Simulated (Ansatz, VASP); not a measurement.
# W2Br2F in VASP and in Ansatz

```xyz
5
Lattice="5.4946 0.0000 0.0000 -2.7473 4.7584 0.0000 0.0000 0.0000 6.0208" Properties=species:S:1:pos:R:3 pbc="T T T"
W     0.0000    0.0000    2.0092
W     0.0000    0.0000    4.0116
Br    0.0000    3.1723    0.0000
Br    2.7473    1.5861    0.0000
F     0.0000    0.0000    0.0000
```

Alike in both runs: functional PBE; k mesh 6 × 6 × 4; occupations gaussian, width 0.1 eV; collinear spin.

Ansatz relaxed the structure, and its values are those at the end. VASP's run is a single point on that final structure, the one shown.

```csv
,VASP,Ansatz
version,VASP 6.6.1,Ansatz 0.2.0
potentials or method,"VASP PAW PBE potentials, release 64 (W_sv, Br, F), cutoff 520 eV","scalar-relativistic, plane waves, PAW"
valence electrons in the cell,49,49
```

```tsv
	VASP	Ansatz	Ansatz less VASP
gap on the k mesh at the Fermi level (eV)	none	none	-
pressure (GPa)	1.1	0.0	-1.13
rms of the force components (eV/Å)	0.468	0.001	-0.4672
```

A gap of «none» marks a metal or a gap that the smearing closes. Ansatz's warnings: no starting moments.

Neither program's run includes spin-orbit coupling.
